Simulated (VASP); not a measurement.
Runs of VASP 6.6.1 on GaSb. Symmetry: F-43m, No. 216, cubic system. The conventional cell has a = 6.132 Å, b = 6.132 Å, c = 6.132 Å, α = 90.00°, β = 90.00°, γ = 90.00°. Within 3.5 Å of Ga (site symmetry -43m) lie 4 Sb at 2.66 Å. Sb (site symmetry -43m) has 4 Ga at 2.66 Å within 3.5 Å. 

```csv
level,spin,k mesh,smearing,grid for exact exchange (PRECFOCK),share of exact exchange,screening parameter,gap on the mesh (eV),pressure (GPa)
PBE-based screened hybrid with 50 % exact exchange,off,4 × 4 × 4,fermi-dirac 0.02 eV,Normal,0.5,0.2078 1/Å,2.02,(b)
HSE06,off,4 × 4 × 4,fermi-dirac 0.2 eV,Normal,0.25,0.2079 1/Å,0.83,0.1
PBE-based screened hybrid with 100 % exact exchange,off,4 × 4 × 4,fermi-dirac 0.02 eV,Normal,1,0.2078 1/Å,6.53,(c)
PBEsol,"collinear, zero start",6 × 6 × 6,fermi-dirac 0.02 eV,-,-,-,none,-0.3
HSE06,off,4 × 4 × 4,fermi-dirac 0.02 eV,Normal,0.25,0.2079 1/Å,0.85,(a)
PBE-based screened hybrid with 40 % exact exchange,off,4 × 4 × 4,fermi-dirac 0.02 eV,Normal,0.4,0.5 1/Å,0.75,0.0
PBEsol,off,6 × 6 × 6,fermi-dirac 0.02 eV,-,-,-,none,-0.3
```

Alike in all rows: task single point; potentials or basis VASP PAW PBE potentials, release 64 (Ga_d, Sb); cell as given; cutoff (eV) 520.

Question: Estimate the missing entries.

Answer: (a) -0.1; (b) -3.3; (c) -23.4.

Caveats: some runs use coarse meshes; the PAW data sets were made with another functional, which shifts forces and pressure a little; spin-orbit coupling is left out, which moves the levels of the heavy elements; semilocal functionals underestimate gaps, so a narrow gap can read as zero (at least some runs).

A k mesh can miss the band edges, and the runs leave out spin-orbit coupling on Ga, Sb.

A gap of «none» marks levels without a gap at the run's occupations.
